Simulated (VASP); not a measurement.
# ZrS2 (P-3m1) in VASP: a series of runs, part 2 of 2

VASP 6.6.1. Earlier steps stand in the parts before.

### Step 4. Single point, LDA (in-plane strain +0.01, then relaxed in part)

INCAR reads:

```
PREC = Accurate
ENCUT = 500
EDIFF = 1E-6
ISMEAR = 0
SIGMA = 0.01
LREAL = F
LASPH = T
NELM = 120
ALGO = Normal
ISIF = 2
LWAVE = F
LCHARG = F
GGA = CA
NBANDS = 19
GGA_COMPAT = F
```

KPOINTS reads:

```
regular mesh
0
Gamma
  8 8 4
```

POSCAR reads:

```
ZrS2
1.0
    3.6310956726      0.0000000000      0.0000000000
   -1.8155478363      3.1446210960      0.0000000000
    0.0000000000      0.0000000000      5.6324185779
Zr S
1 2
Direct
    0.0000000000      0.0000000000      0.0000000000
    0.6666666667      0.3333333333      0.7454196068
    0.3333333333      0.6666666667      0.2545803932
```

Potentials or basis: VASP PAW LDA potentials, release 64 (Zr_sv, S).

On the command line:

```sh
> cat potpaw_LDA.64/Zr_sv/POTCAR potpaw_LDA.64/S/POTCAR > POTCAR
> mpirun -np 1 vasp_std > vasp.out
```

OUTCAR:

```text
PREC = Accurate
   ENCUT = 500
   EDIFF = 1E-6
   ISMEAR = 0
   LREAL = F
   LASPH = T
   NELM = 120
   ISIF = 2
   GGA = CA

 ion  position               nearest neighbor table
   1  0.000  0.000  0.000-   2 2.54   3 2.54   3 2.54   2 2.54   2 2.54   3 2.54
   2  0.667  0.333  0.745-   1 2.54   1 2.54   1 2.54
   3  0.333  0.667  0.255-   1 2.54   1 2.54   1 2.54

  LATTYP: Found a hexagonal cell.
 ALAT       =     3.6310956726
 C/A-ratio  =     1.5511622622

  Lattice vectors:

 A1 = (   3.6310956726,   0.0000000000,   0.0000000000)
 A2 = (  -1.8155478363,   3.1446210960,   0.0000000000)
 A3 = (   0.0000000000,   0.0000000000,   5.6324185779)

Analysis of symmetry for initial positions (statically):
=====================================================================
 Subroutine PRICEL returns:
 Original cell was already a primitive cell.

 Routine SETGRP: Setting up the symmetry group for a
 hexagonal supercell.

 Subroutine GETGRP returns: Found 12 space group operations
 (whereof 12 operations were pure point group operations)
 out of a pool of 24 trial point group operations.

The static configuration has the point symmetry D_3d.

Analysis of symmetry for dynamics (positions and initial velocities):
=====================================================================
 Subroutine PRICEL returns:
 Original cell was already a primitive cell.

 Routine SETGRP: Setting up the symmetry group for a
 hexagonal supercell.

 Subroutine GETGRP returns: Found 12 space group operations
 (whereof 12 operations were pure point group operations)
 out of a pool of 24 trial point group operations.

The dynamic configuration has the point symmetry D_3d.

 Subroutine INISYM returns: Found 12 space group operations
 (whereof 12 operations are pure point group operations),
 and found     1 'primitive' translations

----------------------------------------------------------------------------------------

                                     Primitive cell

  volume of cell :      64.3133

  direct lattice vectors                    reciprocal lattice vectors
     3.631095673  0.000000000  0.000000000     0.275398968  0.159001668  0.000000000
    -1.815547836  3.144621096  0.000000000     0.000000000  0.318003336  0.000000000
     0.000000000  0.000000000  5.632418578     0.000000000  0.000000000  0.177543623

  length of vectors
     3.631095673  3.631095673  5.632418578     0.318003336  0.318003336  0.177543623

  position of ions in fractional coordinates (direct lattice)
     0.000000000  0.000000000  0.000000000
     0.666666667  0.333333333  0.745419607
     0.333333333  0.666666667  0.254580393

  ion indices of the primitive-cell ions
   primitive index   ion index
                 1           1
                 2           2
                 3           3

----------------------------------------------------------------------------------------

 KPOINTS: regular mesh

Automatic generation of k-mesh.
 Grid dimensions read from file:
 generate k-points for:    8    8    4

 Generating k-lattice:

  Cartesian coordinates                     Fractional coordinates (reciprocal lattice)
     0.034424871  0.019875209  0.000000000     0.125000000  0.000000000  0.000000000
     0.000000000  0.039750417  0.000000000     0.000000000  0.125000000  0.000000000
     0.000000000  0.000000000  0.044385906     0.000000000  0.000000000  0.250000000

  Length of vectors
     0.039750417  0.039750417  0.044385906

  Shift w.r.t. Gamma in fractional coordinates (k-lattice)
     0.000000000  0.000000000  0.000000000

 Subroutine IBZKPT returns following result:
 ===========================================

 Found     35 irreducible k-points:

 Following reciprocal coordinates:
            Coordinates               Weight
  0.000000  0.000000  0.000000      1.000000
  0.125000  0.000000  0.000000      6.000000
  0.250000  0.000000  0.000000      6.000000
  0.375000  0.000000  0.000000      6.000000
  0.500000  0.000000  0.000000      3.000000
  0.125000  0.125000  0.000000      6.000000
[... 16 lines left out ...]
 -0.125000  0.500000  0.250000     12.000000
  0.250000  0.250000  0.250000     12.000000
 [... further k-points ...]
   k-points           NKPTS =     35   k-points in BZ     NKDIM =     35   number of bands    NBANDS=     19
   number of dos      NEDOS =    301   number of ions     NIONS =      3
   total plane-waves  NPLWV =  32928
   dimension x,y,z NGX =    28 NGY =   28 NGZ =   42
   dimension x,y,z NGXF=    56 NGYF=   56 NGZF=   84
   ions per type =               1   2
   NGX,Y,Z   is equivalent  to a cutoff of  12.82, 12.82, 12.40 a.u.
   NGXF,Y,Z  is equivalent  to a cutoff of  25.64, 25.64, 24.79 a.u.
 SYSTEM =  unknown system
   PREC   = accura    normal or accurate (medium, high low for compatibility)
   ISTART =      0    job   : 0-new  1-cont  2-samecut
   ICHARG =      2    charge: 1-file 2-atom 10-const
   ISPIN  =      1    spin polarized calculation?
   LNONCOLLINEAR =      F non collinear calculations
   LSORBIT =      F    spin-orbit coupling
   LASPH  =      T    aspherical Exc in radial PAW
   ENCUT  =  500.0 eV  36.75 Ry    6.06 a.u.   6.62  6.62 10.27*2*pi/ulx,y,z
   NELM   =    120;   NELMIN=  2; NELMDL= -5     # of ELM steps
   EDIFF  = 0.1E-05   stopping-criterion for ELM
   LREAL  =      F    real-space projection
[... 7 lines left out ...]
   TEBEG  =    0.0;   TEEND  =   0.0 temperature during run
   PSTRESS=    0.0 pullay stress
   NELECT =      24.0000    total number of electrons
   NUPDOWN=      -1.0000    fix difference up-down
   EMIN   =  10.00;   EMAX   =-10.00  energy-range for DOS
   EFERMI =   0.00;   METHOD = LEGACY
   ISMEAR =     0;   SIGMA  =   0.01  broadening in eV -4-tet -1-fermi 0-gaus
   EFERMI_NEDOS =   21; number of points for ismear=-14 and -15
   IALGO  =     38    algorithm
   IMIX   =      4    mixing-type and parameters
     AMIX     =   0.40;   BMIX     =  1.00
     AMIX_MAG =   1.60;   BMIX_MAG =  1.00
  volume/ion in A,a.u.               =      21.44       144.67
  Fermi-wavevector in a.u.,A,eV,Ry     =   1.178632  2.227292 18.900855  1.389174
  Thomas-Fermi vector in A             =   2.314958
   LORBIT       =      0    0 simple, 1 ext, 2 COOP (PROOUT), +10 PAW based schemes
   GGA     = CA    functional components
   LHFCALC =     F    Hartree Fock is set to
   AEXX    =    0.0000 exact exchange contribution
   IVDW    =     0    specifies the selected vdW correction
   LEPSILON=     F    determine dielectric tensor
   LRPA    =     F    only Hartree local field effects (RPA)
 non-spin polarized calculation
 Gauss-broadening in eV      SIGMA  =   0.01
  energy-cutoff  :      500.00
  volume of cell :       64.31
 maximum number of plane-waves:      1653
 NGX is ok and might be reduce to    28
   NGX = 13   NGY = 13   NGZ = 21

 number of electron      24.0000002 magnetization

 Free energy of the ion-electron system (eV)
  ---------------------------------------------------
  ext. energy  EPLUGINS =         0.00000000
  ---------------------------------------------------
  free energy    TOTEN  =       -23.39008202 eV

  energy without entropy =      -23.39008202  energy(sigma->0) =      -23.39008202

 E-fermi :   5.5449     XC(G=0): -10.2360

 val. band max:        5.3734719704   @ k =   0.0000   0.0000   0.0000
 cond. band min:       5.9056681055   @ k =   0.5000   0.0000   0.5000
 fundamental gap:      0.5321961351
 Fermi energy:         5.5449461898

 k-point     1 :       0.0000    0.0000    0.0000
  band No.  band energies     occupation
      1     -43.4617      2.00000
      2     -21.7137      2.00000
      3     -21.5445      2.00000
      4     -21.5445      2.00000
      5      -7.7534      2.00000
      6      -5.9861      2.00000
[... 11 lines left out ...]
     18      10.6683      0.00000
     19      11.0329      0.00000

 k-point     2 :       0.1250    0.0000    0.0000
  band No.  band energies     occupation
      1     -43.4584      2.00000
      2     -21.7038      2.00000
      3     -21.5907      2.00000
      4     -21.5543      2.00000
      5      -7.5802      2.00000
      6      -6.0422      2.00000
[... 476 lines left out ...]
 k-point    24 :       0.2500    0.2500    0.2500
  band No.  band energies     occupation
      1     -43.4386      2.00000
      2     -21.7918      2.00000
      3     -21.6736      2.00000
      4     -21.6438      2.00000
      5      -6.4683      2.00000
      6      -6.2691      2.00000
[... 11 lines left out ...]
     18      12.9793      0.00000
     19      13.6353      0.00000

 [... further k-points ...]

------------------------ aborting loop because EDIFF is reached ----------------------------------------

  FORCE on cell =-STRESS in cart. coord.  units (eV):
  Direction    XX          YY          ZZ          XY          YZ          ZX
  --------------------------------------------------------------------------------------
  -------------------------------------------------------------------------------------
  Total       -0.6003096     -0.6003096      0.0269707      0.0000000      0.0000000      0.0000000
  in kB      -14.9549481    -14.9549481      0.6718951      0.0000000      0.0000000      0.0000000
  external PRESSURE =      -9.7460004 kB  Pullay stress =       0.0000000 kB

 VOLUME and BASIS-vectors are now :
 -----------------------------------------------------------------------------
  energy-cutoff  :      500.00
  volume of cell :       64.31
      direct lattice vectors                 reciprocal lattice vectors
     3.631095673  0.000000000  0.000000000     0.275398968  0.159001668  0.000000000
    -1.815547836  3.144621096  0.000000000     0.000000000  0.318003336  0.000000000
     0.000000000  0.000000000  5.632418578     0.000000000  0.000000000  0.177543623

 POSITION                                       TOTAL-FORCE (eV/Angst)
 -----------------------------------------------------------------------------------
      0.00000      0.00000      0.00000         0.000000      0.000000      0.000000
      1.81555      1.04821      4.19852        -0.000000     -0.000000     -0.018968
     -0.00000      2.09641      1.43390         0.000000      0.000000      0.018968
 -----------------------------------------------------------------------------------
    total drift:                               -0.000000      0.000000      0.000000

  FREE ENERGIE OF THE ION-ELECTRON SYSTEM (eV)
  ---------------------------------------------------
  free  energy   TOTEN  =       -23.3900820183 eV

  energy  without entropy=      -23.3900820183  energy(sigma->0) =      -23.39008202
```

OSZICAR:

```text
N       E                     dE             d eps       ncg     rms          rms(c)
DAV:   1     0.162979804368E+03    0.16298E+03   -0.11807E+04  1330   0.114E+03
DAV:   2    -0.159001328415E+02   -0.17888E+03   -0.17506E+03  1719   0.277E+02
DAV:   3    -0.251823806852E+02   -0.92822E+01   -0.92287E+01  2168   0.575E+01
DAV:   4    -0.253874002392E+02   -0.20502E+00   -0.20464E+00  1858   0.765E+00
DAV:   5    -0.253920554520E+02   -0.46552E-02   -0.46541E-02  1923   0.101E+00    0.173E+01
DAV:   6    -0.234880605044E+02    0.19040E+01   -0.59057E+00  1483   0.135E+01    0.815E+00
DAV:   7    -0.233985613608E+02    0.89499E-01   -0.52289E-01  1742   0.395E+00    0.388E+00
DAV:   8    -0.233917970681E+02    0.67643E-02   -0.80856E-02  1696   0.159E+00    0.655E-01
DAV:   9    -0.233900936831E+02    0.17034E-02   -0.90152E-03  1520   0.624E-01    0.447E-01
DAV:  10    -0.233901652479E+02   -0.71565E-04   -0.20546E-03  1567   0.317E-01    0.326E-01
DAV:  11    -0.233900811732E+02    0.84075E-04   -0.21840E-04  1544   0.111E-01    0.586E-02
DAV:  12    -0.233900842068E+02   -0.30337E-05   -0.34536E-05  1598   0.332E-02    0.287E-02
DAV:  13    -0.233900820525E+02    0.21543E-05   -0.71787E-06  1536   0.139E-02    0.673E-03
DAV:  14    -0.233900820183E+02    0.34201E-07   -0.35413E-07   872   0.338E-03
   1 F= -.23390082E+02 E0= -.23390082E+02  d E =-.442392-132
```

stdout:

```text
POSCAR found type information on POSCAR ZrS
 POSCAR found :  2 types and       3 ions
 scaLAPACK will be used
 LDA part: xc-table for (Slater(with rela. corr.)+CA(PZ))
 , standard interpolation
 POSCAR, INCAR and KPOINTS ok, starting setup
 FFT: planning ... GRIDC
 FFT: planning ... GRID_SOFT
 FFT: planning ... GRID
 WAVECAR not read
 entering main loop
```

It took 16 s on 1 thread of Intel Xeon 6975P-C (Granite Rapids), shared host; peak memory 0.17 GiB.

Results:

```
Free energy            : -23.3901 eV
Pressure               : -1.0 GPa
Largest force          : 0.019 eV/Å
Band gap on the k mesh : 0.53 eV (least direct gap 1.24 eV)
```

Forces on the atoms (eV/Å):
```
Zr   0.000  0.000  0.000
S    0.000  0.000 -0.019
S    0.000  0.000  0.019
```

Levels at points of the mesh, in eV from the valence-band top:
```csv
k point,band 9,band 10,band 11,band 12,band 13,band 14,band 15,band 16
"(0.00, 0.00, 0.00)",-3.17,-0.31,-0.31,0.00,1.24,1.24,2.04,4.64
"(0.50, 0.00, 0.00)",-2.83,-2.79,-2.30,-1.59,0.74,3.04,3.35,5.73
"(0.00, 0.00, 0.50)",-3.11,-2.30,-0.54,-0.54,1.17,1.17,2.43,5.25
"(0.50, 0.00, 0.50)",-3.04,-2.59,-1.16,-0.88,0.53,3.03,3.35,4.98
```

Caveat: the cell differs from its parent crystal (in-plane strain +0.01, then relaxed in part). A k mesh can miss the band edges.

### Step 5. Summary

| cell | gap on the mesh (eV) | pressure (GPa) | largest force (eV/Å) |
| --- | --- | --- | --- |
| a = 3.613, b = 3.613, c = 5.638 Å, angles 90.0, 90.0, 120.0°, 3 atoms, atomic positions A | 0.47 | -0.7 | 0.04 |
| a = 3.613, b = 3.613, c = 5.643 Å, angles 90.0, 90.0, 120.0°, 3 atoms, atomic positions A | 0.50 | -0.4 | 0.02 |
| a = 3.631, b = 3.631, c = 5.632 Å, angles 90.0, 90.0, 120.0°, 3 atoms, atomic positions B | 0.53 | -1.0 | 0.02 |

Alike in all rows: task single point; level LDA; potentials or basis VASP PAW LDA potentials, release 64 (Zr_sv, S); no spin polarisation; k mesh 8 × 8 × 4; cutoff (eV) 500; smearing gaussian 0.01 eV.

Absolute energies hang on the potentials; compare differences alone.
